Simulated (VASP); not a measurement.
Wanted: the native input for a VASP 6.6.1 run.

| Quantity | Value |
| --- | --- |
| Task | single point |
| Functional | r2SCAN |
| Potentials or basis | VASP PAW PBE potentials, release 64 (K_sv) |
| Cutoff | 520 eV |
| k mesh | 9 × 9 × 9 |
| Occupations | fermi-dirac, width 0.1 eV |
| Spin | no spin polarisation |
| Dipole correction | no |
| Further INCAR settings | ALGO = Normal; EDIFF = 1e-06; NBANDS = 10 |

K:

```
K
1.0
     0.00000    3.45792    3.45792
     3.45792    0.00000    3.45792
     3.45792    3.45792    0.00000
K
1
Direct
  0.00000 0.00000 0.00000
```

This isn't the form of K at room conditions, which is bcc.

One way to write it, as run:

POSCAR

```
K
1.0
    0.0000000000      3.4579238755      3.4579238755
    3.4579238755      0.0000000000      3.4579238755
    3.4579238755      3.4579238755      0.0000000000
K
1
Direct
    0.0000000000      0.0000000000      0.0000000000
```

INCAR.step1

```
SYSTEM = K
ALGO = Normal
EDIFF = 1E-4
ENCUT = 520
GGA = PE
ISMEAR = -1
LASPH = .True.
LCHARG = .False.
LREAL = .False.
LWAVE = .True.
NBANDS = 10
NELM = 80
PREC = Accurate
SIGMA = 0.1
```

INCAR.step2

```
SYSTEM = K
ALGO = Normal
EDIFF = 1E-6
ENCUT = 520
ISIF = 2
ISMEAR = -1
ISTART = 1
LASPH = .True.
LCHARG = .False.
LMIXTAU = .True.
LREAL = .False.
LWAVE = .False.
METAGGA = R2SCAN
NBANDS = 10
NELM = 80
PREC = Accurate
SIGMA = 0.1
```

KPOINTS

```
k-points
0
Gamma
  9 9 9
  0 0 0
```

Potentials or basis: VASP PAW PBE potentials, release 64 (K_sv).

Command:

```bash
$ cat potpaw_PBE.64/K_sv/POTCAR > POTCAR
$ cp INCAR.step1 INCAR
$ mpirun -np 1 vasp_std > vasp.out
$ cp INCAR.step2 INCAR
$ mpirun -np 1 vasp_std > vasp.out
```

It gave:

- Pressure: -0.2 GPa
- Band gap on the k mesh: zero (an odd number of electrons rules out a gap without spin polarisation)

Caveat: the PAW data sets were made with another functional, which shifts forces and pressure a little.

Run time: 110 s on 1 thread of AMD EPYC 7R43 64-Core Processor (Zen 3), with other jobs on the host, peak memory 0.18 GiB.
